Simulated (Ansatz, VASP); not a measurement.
Two plane-wave programs on LiF

```
Li F
1.0
     0.00000    1.99487    1.99487
     1.99487    0.00000    1.99487
     1.99487    1.99487    0.00000
Li F
1 1
Cartesian
  0.0000 0.0000 0.0000
  1.9949 1.9949 1.9949
```

Alike in both runs: task single point; functional HSE06; k mesh 6 × 6 × 6; occupations gaussian, width 0.2 eV; no spin polarisation.

|  | VASP | Ansatz |
| --- | --- | --- |
| version | VASP 6.6.1 | Ansatz 0.2.0 |
| potentials or method | VASP PAW PBE potentials, release 64 (Li_sv, F) | plane waves |
| plane-wave cutoff (eV) | 520 | 420 |
| valence electrons in the cell | 10 | 10 |

```csv
,VASP,Ansatz,Ansatz less VASP
gap on the k mesh at the Fermi level (eV),11.67,11.67,+0.008
```

Ansatz's warnings: stress exchange threshold loose, stress scf threshold loose.

The k mesh is coarse, so the values compare programs but aren't converged. Noted on VASP's run: the cutoff is under 1.25 times that of the potentials, so the pressure is a little rough.
